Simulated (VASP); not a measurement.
# KH3 (I4/mcm) in VASP: notebook, part 2 of 3

VASP 6.6.1.

## Step 3: Single point, PBE

This run uses another cell than the first one, of 44.07 Å³/atom, 1.637 times its volume.

File INCAR:

```
SYSTEM = KH3
PREC = Accurate
ENCUT = 520
EDIFF = 1E-6
ISMEAR = 0
SIGMA = 0.02
LREAL = .False.
LASPH = .True.
NELM = 100
ALGO = Normal
ISIF = 2
LWAVE = .False.
LCHARG = .False.
GGA = PE
NBANDS = 22
```

File KPOINTS:

```
Automatic mesh
0
Gamma
  4 4 4
  0 0 0
```

File POSCAR:

```
KH3
1.0
   -4.2616333306      4.2616333306      4.8528542334
    4.2616333306     -4.2616333306      4.8528542334
    4.2616333306      4.2616333306     -4.8528542334
K H
2 6
Direct
    0.5000000000      0.5000000000      0.0000000000
    0.0000000000      0.0000000000      0.0000000000
    0.4688786953      0.9688786953      0.4377573906
    0.9688786953      0.5311213047      0.5000000000
    0.7500000000      0.7500000000      0.0000000000
    0.5311213047      0.0311213047      0.5622426094
    0.0311213047      0.4688786953      0.5000000000
    0.2500000000      0.2500000000      0.0000000000
```

Potentials or basis: VASP PAW PBE potentials, release 64 (K_sv, H).

The run is started by

```console
$ cat potpaw_PBE.64/K_sv/POTCAR potpaw_PBE.64/H/POTCAR > POTCAR
$ mpirun -np 1 vasp_std > vasp.out
```

OUTCAR:

```text
SYSTEM = KH3
   PREC = Accurate
   ENCUT = 520
   EDIFF = 1E-6
   ISMEAR = 0
   LREAL = .False.
   LASPH = .True.
   NELM = 100
   ISIF = 2
   GGA = PE

 ion  position               nearest neighbor table
   1  0.500  0.500  0.000-
   2  0.000  0.000  0.000-
   3  0.469  0.969  0.438-   6 0.75
   4  0.969  0.531  0.500-   7 0.75
   5  0.750  0.750  0.000-
   6  0.531  0.031  0.562-   3 0.75
   7  0.031  0.469  0.500-   4 0.75
   8  0.250  0.250  0.000-

  LATTYP: Found a body centered tetragonal cell.
 ALAT       =     8.5232666612
 C/A-ratio  =     1.1387310585

  Lattice vectors:

 A1 = (  -4.2616333306,   4.2616333306,   4.8528542334)
 A2 = (   4.2616333306,  -4.2616333306,   4.8528542334)
 A3 = (   4.2616333306,   4.2616333306,  -4.8528542334)

Analysis of symmetry for initial positions (statically):
=====================================================================
 Subroutine PRICEL returns:
 Original cell was already a primitive cell.

 Routine SETGRP: Setting up the symmetry group for a
 body centered tetragonal supercell.

 Subroutine GETGRP returns: Found 16 space group operations
 (whereof  8 operations were pure point group operations)
 out of a pool of 16 trial point group operations.

The static configuration has the point symmetry C_4h.
 The point group associated with its full space group is D_4h.

Analysis of symmetry for dynamics (positions and initial velocities):
=====================================================================
 Subroutine PRICEL returns:
 Original cell was already a primitive cell.

 Routine SETGRP: Setting up the symmetry group for a
 body centered tetragonal supercell.

 Subroutine GETGRP returns: Found 16 space group operations
 (whereof  8 operations were pure point group operations)
 out of a pool of 16 trial point group operations.

The dynamic configuration has the point symmetry C_4h.
 The point group associated with its full space group is D_4h.

 Subroutine INISYM returns: Found 16 space group operations
 (whereof  8 operations are pure point group operations),
 and found     1 'primitive' translations

----------------------------------------------------------------------------------------

                                     Primitive cell

  volume of cell :     352.5408

  direct lattice vectors                    reciprocal lattice vectors
    -4.261633331  4.261633331  4.852854233     0.000000000  0.117325908  0.103032149
     4.261633331 -4.261633331  4.852854233     0.117325908  0.000000000  0.103032149
     4.261633331  4.261633331 -4.852854233     0.117325908  0.117325908  0.000000000

  length of vectors
     7.737779494  7.737779494  7.737779494     0.156144140  0.156144140  0.165923890

  position of ions in fractional coordinates (direct lattice)
     0.500000000  0.500000000  0.000000000
     0.000000000  0.000000000  0.000000000
     0.468878695  0.968878695  0.437757391
     0.968878695  0.531121305  0.500000000
     0.750000000  0.750000000  0.000000000
[... 35 lines left out ...]

 Subroutine IBZKPT returns following result:
 ===========================================

 Found     13 irreducible k-points:

 Following reciprocal coordinates:
            Coordinates               Weight
  0.000000  0.000000  0.000000      1.000000
  0.250000  0.000000 -0.000000      8.000000
  0.500000  0.000000 -0.000000      4.000000
  0.250000  0.250000 -0.000000      8.000000
  0.500000  0.250000 -0.000000     16.000000
 -0.250000  0.250000  0.000000      4.000000
  0.500000  0.500000 -0.000000      2.000000
  0.250000  0.250000  0.250000      2.000000
 -0.250000  0.250000  0.250000      4.000000
  0.500000  0.500000  0.250000      4.000000
 -0.250000  0.500000  0.250000      8.000000
 -0.250000 -0.250000  0.250000      2.000000
  0.500000  0.500000  0.500000      1.000000
   k-points           NKPTS =     13   k-points in BZ     NKDIM =     13   number of bands    NBANDS=     22
   number of dos      NEDOS =    301   number of ions     NIONS =      8
   total plane-waves  NPLWV = 216000
   dimension x,y,z NGX =    60 NGY =   60 NGZ =   60
   dimension x,y,z NGXF=   120 NGYF=  120 NGZF=  120
   ions per type =               2   6
   NGX,Y,Z   is equivalent  to a cutoff of  12.89, 12.89, 12.89 a.u.
   NGXF,Y,Z  is equivalent  to a cutoff of  25.78, 25.78, 25.78 a.u.
 SYSTEM =  KH3
   PREC   = accura    normal or accurate (medium, high low for compatibility)
   ISTART =      0    job   : 0-new  1-cont  2-samecut
   ICHARG =      2    charge: 1-file 2-atom 10-const
   ISPIN  =      1    spin polarized calculation?
   LNONCOLLINEAR =      F non collinear calculations
   LSORBIT =      F    spin-orbit coupling
   LASPH  =      T    aspherical Exc in radial PAW
   ENCUT  =  520.0 eV  38.22 Ry    6.18 a.u.  14.39 14.39 14.39*2*pi/ulx,y,z
   NELM   =    100;   NELMIN=  2; NELMDL= -5     # of ELM steps
   EDIFF  = 0.1E-05   stopping-criterion for ELM
   LREAL  =      F    real-space projection
[... 7 lines left out ...]
   TEBEG  =    0.0;   TEEND  =   0.0 temperature during run
   PSTRESS=    0.0 pullay stress
   NELECT =      24.0000    total number of electrons
   NUPDOWN=      -1.0000    fix difference up-down
   EMIN   =  10.00;   EMAX   =-10.00  energy-range for DOS
   EFERMI =   0.00;   METHOD = LEGACY
   ISMEAR =     0;   SIGMA  =   0.02  broadening in eV -4-tet -1-fermi 0-gaus
   EFERMI_NEDOS =   21; number of points for ismear=-14 and -15
   IALGO  =     38    algorithm
   IMIX   =      4    mixing-type and parameters
     AMIX     =   0.40;   BMIX     =  1.00
     AMIX_MAG =   1.60;   BMIX_MAG =  1.00
  volume/ion in A,a.u.               =      44.07       297.38
  Fermi-wavevector in a.u.,A,eV,Ry     =   0.668460  1.263206  6.079611  0.446839
  Thomas-Fermi vector in A             =   1.743378
   LORBIT       =      0    0 simple, 1 ext, 2 COOP (PROOUT), +10 PAW based schemes
   GGA     = PE    functional components
   LHFCALC =     F    Hartree Fock is set to
   AEXX    =    0.0000 exact exchange contribution
   IVDW    =     0    specifies the selected vdW correction
   LEPSILON=     F    determine dielectric tensor
   LRPA    =     F    only Hartree local field effects (RPA)
 non-spin polarized calculation
 Gauss-broadening in eV      SIGMA  =   0.02
  energy-cutoff  :      520.00
  volume of cell :      352.54
 maximum number of plane-waves:      9542
 NGX is ok and might be reduce to    60
   NGX = 29   NGY = 29   NGZ = 29

 number of electron      23.9999997 magnetization

 Free energy of the ion-electron system (eV)
  ---------------------------------------------------
  ext. energy  EPLUGINS =         0.00000000
  ---------------------------------------------------
  free energy    TOTEN  =       -21.76771233 eV

  energy without entropy =      -21.76771233  energy(sigma->0) =      -21.76771233

 E-fermi :  -2.4467     XC(G=0):  -3.9144

 val. band max:       -2.5914175673   @ k =   0.0000   0.0000   0.0000
 cond. band min:      -0.0036983939   @ k =   0.5000   0.5000   0.5000
 fundamental gap:      2.5877191733
 Fermi energy:        -2.4467017447

 k-point     1 :       0.0000    0.0000    0.0000
  band No.  band energies     occupation
      1     -32.9136      2.00000
      2     -32.9122      2.00000
      3     -16.5122      2.00000
      4     -16.5122      2.00000
      5     -16.5114      2.00000
      6     -16.5114      2.00000
[... 314 lines left out ...]
     21       2.5829      0.00000
     22       2.5992      0.00000

------------------------ aborting loop because EDIFF is reached ----------------------------------------

  FORCE on cell =-STRESS in cart. coord.  units (eV):
  Direction    XX          YY          ZZ          XY          YZ          ZX
  --------------------------------------------------------------------------------------
  -------------------------------------------------------------------------------------
  Total       -0.0009100     -0.0009100     -0.0830870      0.0000000     -0.0000000      0.0000000
  in kB       -0.0041358     -0.0041358     -0.3776022      0.0000000     -0.0000000      0.0000000
  external PRESSURE =      -0.1286246 kB  Pullay stress =       0.0000000 kB

 VOLUME and BASIS-vectors are now :
 -----------------------------------------------------------------------------
  energy-cutoff  :      520.00
  volume of cell :      352.54
      direct lattice vectors                 reciprocal lattice vectors
    -4.261633331  4.261633331  4.852854233     0.000000000  0.117325908  0.103032149
     4.261633331 -4.261633331  4.852854233     0.117325908  0.000000000  0.103032149
     4.261633331  4.261633331 -4.852854233     0.117325908  0.117325908  0.000000000

 POSITION                                       TOTAL-FORCE (eV/Angst)
 -----------------------------------------------------------------------------------
      0.00000      0.00000      4.85285        -0.000000      0.000000     -0.000000
      0.00000      0.00000      0.00000         0.000000      0.000000     -0.000000
      3.99638     -0.26526      4.85285         0.004223      0.004223     -0.000000
      0.26526      3.99638      4.85285        -0.004223      0.004223     -0.000000
      0.00000      0.00000      7.27928         0.000000      0.000000     -0.000000
      0.26526      4.52689      0.00000        -0.004223     -0.004223      0.000000
      3.99638      0.26526      0.00000         0.004223     -0.004223      0.000000
      0.00000      0.00000      2.42643        -0.000000      0.000000     -0.000000
 -----------------------------------------------------------------------------------
    total drift:                                0.000000     -0.000000      0.000000

  FREE ENERGIE OF THE ION-ELECTRON SYSTEM (eV)
  ---------------------------------------------------
  free  energy   TOTEN  =       -21.7677123285 eV

  energy  without entropy=      -21.7677123285  energy(sigma->0) =      -21.76771233
```

Wall time 67 s (1 thread of Intel Xeon 6975P-C (Granite Rapids), shared host); peak memory 0.52 GiB.

Results:

| Property | Result |
| --- | --- |
| Free energy | -21.7677 eV |
| Pressure | 0.0 GPa |
| Largest force | 0.006 eV/Å |
| Band gap on the k mesh | 2.59 eV, indirect (least direct gap 2.69 eV) |

Forces in eV/Å, atoms in the order of the input:
```
K    0.000  0.000  0.000
K    0.000  0.000  0.000
H    0.004  0.004  0.000
H   -0.004  0.004  0.000
H    0.000  0.000  0.000
H   -0.004 -0.004  0.000
H    0.004 -0.004  0.000
H    0.000  0.000  0.000
```

A k mesh can miss the band edges. As with any semilocal functional, this PBE gap is likely too small.

(Continued in part 3 of 3.)
